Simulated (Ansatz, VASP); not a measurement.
**Mg4Se in VASP and in Ansatz**

INCAR

```
ALGO = Normal
EDIFF = 1E-7
ENCUT = 520
GGA = PE
ISIF = 2
ISMEAR = 0
LASPH = T
LCHARG = T
LELF = T
LREAL = F
LVHAR = T
LWAVE = F
NBANDS = 25
NELM = 80
PREC = Accurate
SIGMA = 0.2
```

File KPOINTS:

```
k-points
0
Gamma
  4 4 2
```

POSCAR

```
Mg4Se
1.0
   -5.1083781156      0.0000000000      0.0000000000
    0.0000000000      0.0000000000     -5.1083781156
    0.0000000000    -10.2167562312      0.0000000000
Mg Se
8 2
Direct
    0.7105405253      0.7105405253      0.8552702627
    0.7105405253      0.7105405253      0.3552702627
    0.2894594747      0.7105405253      0.6447297373
    0.2894594747      0.7105405253      0.1447297373
    0.7105405253      0.2894594747      0.6447297373
    0.7105405253      0.2894594747      0.1447297373
    0.2894594747      0.2894594747      0.8552702627
    0.2894594747      0.2894594747      0.3552702627
    0.0000000000      1.0000000000      0.5000000000
    0.0000000000      0.0000000000      0.0000000000
```

Input for Ansatz:

```yaml
crystal:
  lattice:
    - [-5.1083781156, 0.0, 0.0]
    - [0.0, 0.0, -5.1083781156]
    - [0.0, -10.2167562312, 0.0]
  atoms:
    - { symbol: Mg, position: [0.7105405253, 0.7105405253, 0.8552702627] }
    - { symbol: Mg, position: [0.7105405253, 0.7105405253, 0.3552702627] }
    - { symbol: Mg, position: [0.2894594747, 0.7105405253, 0.6447297373] }
    - { symbol: Mg, position: [0.2894594747, 0.7105405253, 0.1447297373] }
    - { symbol: Mg, position: [0.7105405253, 0.2894594747, 0.6447297373] }
    - { symbol: Mg, position: [0.7105405253, 0.2894594747, 0.1447297373] }
    - { symbol: Mg, position: [0.2894594747, 0.2894594747, 0.8552702627] }
    - { symbol: Mg, position: [0.2894594747, 0.2894594747, 0.3552702627] }
    - { symbol: Se, position: [0.0, 1.0, 0.5] }
    - { symbol: Se, position: [0.0, 0.0, 0.0] }
basis:
  ecutwfc: 420
kpoints:
  mp_grid: { grid: [4, 4, 2] }
hamiltonian:
  xc: pbe
scf:
  occupations: { method: gaussian, width: 0.2 }
  lower_state_search: "off"
output:
  forces: true
  stress: true
  eigenvalues: true
```

Alike in both runs: task single point; functional PBE; k mesh 4 × 4 × 2; occupations gaussian, width 0.2 eV; no spin polarisation.

```csv
,VASP,Ansatz
version,VASP 6.6.1,Ansatz 0.2.0
potentials or method,"VASP PAW PBE potentials, release 64 (Mg, Se), cutoff 520 eV","scalar-relativistic, plane waves, PAW"
valence electrons in the cell,28,112
```

|  | VASP | Ansatz | Ansatz less VASP |
| --- | --- | --- | --- |
| gap on the k mesh at the Fermi level (eV) | none | none | - |
| pressure (GPa) | 0.1 | 0.2 | +0.07 |
| rms of the force components (eV/Å) | 0.039 | 0.036 | -0.0031 |

Atom by atom the forces differ by 0.003 eV/Å (rms over components). A gap of «none» marks a metal or a gap that the smearing closes. VASP's potentials hold 28 valence electrons a cell and Ansatz's 112, so a difference there can come from the potentials and not from the codes.
